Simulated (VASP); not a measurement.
Set up this calculation in VASP 6.6.1, as the native input.

| Property | Result |
| --- | --- |
| Task | single point |
| Functional | PBE |
| Potentials or basis | VASP PAW PBE potentials, release 64 (Ba_sv, F) |
| Cutoff | 600 eV |
| k mesh | 8 × 8 × 8 |
| Occupations | fermi-dirac, width 0.02 eV |
| Spin | no spin polarisation |
| Dipole correction | no |
| Further INCAR settings | ALGO = Normal; EDIFF = 1e-06; NBANDS = 19 |

The structure of BaF2 lies in POSCAR:

```
BaF2
1.0
    0.0000000000      3.0971615099      3.0971615099
    3.0971615099      0.0000000000      3.0971615099
    3.0971615099      3.0971615099      0.0000000000
Ba F
1 2
Direct
    0.0000000000      0.0000000000      0.0000000000
    0.7500000000      0.7500000000      0.7500000000
    0.2500000000      0.2500000000      0.2500000000
```

These files were run (other wordings do the same):

INCAR

```
SYSTEM = BaF2
  PREC = Accurate
  ENCUT = 600
  EDIFF = 1E-6
  ISMEAR = -1
  SIGMA = 0.02
  LREAL = .False.
  LASPH = .True.
  NELM = 120
  ALGO = Normal
  ISIF = 2
  LWAVE = .False.
  LCHARG = .True.
  GGA = PE
  LELF = .True.
  LVHAR = .True.
  NBANDS = 19
  GGA_COMPAT = .False.
```

KPOINTS

```
Automatic mesh
0
Gamma
  8 8 8
  0 0 0
```

Potentials or basis: VASP PAW PBE potentials, release 64 (Ba_sv, F).

Launch:

```bash
$ cat potpaw_PBE.64/Ba_sv/POTCAR potpaw_PBE.64/F/POTCAR > POTCAR
$ mpirun -np 1 vasp_std > vasp.out
```

Results of the run:

* Pressure: 2.5 GPa
* Band gap on the k mesh: 6.78 eV (least direct gap 6.86 eV)

Caveat: spin-orbit coupling is left out, which moves the levels of the heavy elements.

It took 19 s on 1 thread of Intel(R) Xeon(R) 6975P-C (Granite Rapids) (shared host), peak memory 0.21 GiB.
